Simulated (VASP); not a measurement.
Here is a VASP 6.6.1 calculation.

INCAR

```
SYSTEM = Pt
ALGO = Fast
EDIFF = 1E-7
ENCUT = 520
GGA = PE
ISIF = 2
ISMEAR = 0
LASPH = .True.
LCHARG = .False.
LREAL = .False.
LWAVE = .False.
NBANDS = 11
NELM = 100
PREC = Accurate
SIGMA = 0.15
```

The input KPOINTS:

```
k-points
0
Gamma
  24 24 24
  0 0 0
```

POSCAR

```
Pt
1.0
   -2.3286574799      1.6633267714      1.6633267714
    1.6633267714     -2.3286574799      1.6633267714
    1.6633267714      1.6633267714     -2.3286574799
Pt
1
Direct
    0.0000000000      0.0000000000      0.0000000000
```

Potentials or basis: VASP PAW PBE potentials, release 64 (Pt).

Command:

```bash
$ cat potpaw_PBE.64/Pt/POTCAR > POTCAR
$ mpirun -np 1 vasp_std > vasp.out
```

Q: What does it give for the pressure?

A: 242.9 GPa.

Q: What does it give for the band gap on the k mesh?

A: Zero (bands 5 and 6 overlap by 9.93 eV).

Stress tensor (GPa, compression positive):
```
242.88 230.18 230.18
230.18 242.88 230.18
230.18 230.18 242.88
```

Caveat: atoms lie so close that the PAW spheres overlap strongly, which falsifies energies and pressures; the cell stands under pressure; spin-orbit coupling is left out, which moves the levels of the heavy elements.
